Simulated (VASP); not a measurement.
The system is ZnInO.

```
Zn In O
1.0
     3.17388    0.00000    0.00000
     0.00000    3.17388    0.00000
     0.00000    0.00000    8.03515
Zn In O
2 2 2
Direct
  0.00000 0.50000 0.33500
  0.50000 0.00000 0.66500
  0.00000 0.50000 0.90000
  0.50000 0.00000 0.10000
  0.00000 0.50000 0.61700
  0.50000 0.00000 0.38300
```

- Program: VASP 6.6.1
- Task: relaxation of cell and atoms
- Functional: PBE
- Potentials or basis: VASP PAW PBE potentials, release 64 (Zn, In_d, O)
- Cutoff: 600 eV
- k mesh: 6 × 6 × 2
- Occupations: gaussian, width 0.1 eV
- Spin: no spin polarisation

At the start: pressure 15.5 GPa; volume 13.49 Å³/atom.

**Question.** How do energy, volume and symmetry change on relaxing?

**Answer.** Over 24 steps the energy falls by 426.6 meV/atom and the volume is 16.10 Å³/atom (+19.4 %); space group P4/nmm (No. 129, to 0.05 Å).

The path:
| step | energy change (eV) | largest force (eV/Å) | pressure (GPa) | volume (Å³) |
| --- | --- | --- | --- | --- |
| 1 | 0.0000 | 2.5836 | 15.49 | 80.94 |
| 2 | -1.2002 | 1.6300 | -4.70 | 97.18 |
| 3 | -1.2000 | 1.6342 | -4.55 | 96.98 |
| 4 | -1.6255 | 1.2518 | -1.92 | 94.07 |
| 5 | -1.9524 | 0.9246 | 9.21 | 87.35 |
| 6 | -1.9910 | 0.9075 | 4.99 | 89.34 |
| 7 | -2.2525 | 0.4494 | 3.80 | 90.96 |
| 8 | -2.3644 | 1.2796 | 3.72 | 94.69 |
| 9 | -2.4018 | 0.9666 | 3.31 | 93.90 |
| 10 | -2.5033 | 0.2681 | -1.29 | 97.68 |
| 11 | -2.5038 | 0.2218 | -1.65 | 98.01 |
| 12 | -2.5319 | 0.1416 | -0.74 | 96.75 |
| 13 | -2.5447 | 0.0738 | 0.64 | 95.19 |
| 14 | -2.5477 | 0.0697 | 0.11 | 95.73 |
| 15 | -2.5477 | 0.0939 | -0.22 | 96.01 |
| 16 | -2.5478 | 0.0840 | -0.08 | 95.90 |
| 17 | -2.5497 | 0.1125 | -0.11 | 95.97 |
| 18 | -2.5544 | 0.1270 | 0.00 | 96.16 |
| 19 | -2.5410 | 0.1484 | 0.38 | 96.52 |
| 20 | -2.5548 | 0.1129 | 0.10 | 96.21 |
| 21 | -2.5566 | 0.0817 | 0.06 | 96.37 |
| 22 | -2.5575 | 0.0415 | -0.09 | 96.86 |
| 23 | -2.5580 | 0.0419 | -0.06 | 96.68 |
| 24 | -2.5595 | 0.0326 | 0.02 | 96.62 |

Final structure:
```xyz
6
Lattice="3.0222 0.0000 0.0000 0.0000 3.0222 0.0000 0.0000 0.0000 10.5786" Properties=species:S:1:pos:R:3 pbc="T T T"
Zn    0.0000    1.5111    4.2028
Zn    1.5111    0.0000    6.3758
In    0.0000    1.5111    9.1275
In    1.5111    0.0000    1.4511
O     0.0000    1.5111    6.3727
O     1.5111    0.0000    4.2059
```

Caveat: the k points lie up to 0.35 Å⁻¹ apart in the final cell; the volume moved by over 15 % at a fixed basis, so the end points are rough.
